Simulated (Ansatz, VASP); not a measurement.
Two plane-wave programs on CaSe

File INCAR:

```
SYSTEM = CaSe
PREC     = Accurate       ! precision mode
ENCUT    = 520            ! plane-wave cutoff, eV
EDIFF    = 1E-6           ! SCF threshold, eV
ISMEAR   = 0              ! smearing method
SIGMA    = 0.05           ! smearing width, eV
LREAL    = .False.        ! projectors in reciprocal space
LASPH    = .True.         ! aspherical terms in the spheres
NELM     = 60             ! most SCF steps
ALGO     = Normal         ! electronic algorithm
ISIF     = 2              ! what is computed and relaxed
LWAVE    = .False.        ! write WAVECAR
LCHARG   = .False.        ! write CHGCAR
GGA      = PS             ! functional
NBANDS   = 15             ! bands
```

File KPOINTS:

```
Automatic mesh
0
Gamma
  8 8 8
  0 0 0
```

POSCAR

```
CaSe
1.0
    0.0000000000      2.9560000000      2.9560000000
    2.9560000000      0.0000000000      2.9560000000
    2.9560000000      2.9560000000      0.0000000000
Ca Se
1 1
Direct
    0.0000000000      0.0000000000      0.0000000000
    0.5000000000      0.5000000000      0.5000000000
```

Input for Ansatz:

```yaml
crystal:
  lattice:
    - [0.0, 2.956, 2.956]
    - [2.956, 0.0, 2.956]
    - [2.956, 2.956, 0.0]
  atoms:
    - { symbol: Ca, position: [0.0, 0.0, 0.0] }
    - { symbol: Se, position: [0.5, 0.5, 0.5] }
basis:
  ecutwfc: 420
kpoints:
  mp_grid: { grid: [8, 8, 8] }
hamiltonian:
  xc: pbesol
scf:
  occupations: { method: gaussian, width: 0.05 }
output:
  forces: true
  stress: true
  eigenvalues: true
```

Alike in both runs: task single point; functional PBEsol; k mesh 8 × 8 × 8; occupations gaussian, width 0.05 eV; no spin polarisation.

|  | VASP | Ansatz |
| --- | --- | --- |
| version | VASP 6.6.1 | Ansatz 0.2.0 |
| potentials or method | VASP PAW PBE potentials, release 64 (Ca_sv, Se), cutoff 520 eV | scalar-relativistic, plane waves, PAW |
| valence electrons in the cell | 16 | 26 |

|  | VASP | Ansatz | Ansatz less VASP |
| --- | --- | --- | --- |
| gap on the k mesh at the Fermi level (eV) | 1.92 | 1.94 | +0.013 |
| least direct gap on the mesh (eV) | 2.87 | 2.88 | +0.011 |
| pressure (GPa) | -0.9 | -1.1 | -0.19 |

VASP's potentials were made for PBE, not for PBEsol. VASP's potentials hold 16 valence electrons a cell and Ansatz's 26, so a difference there can come from the potentials and not from the codes.
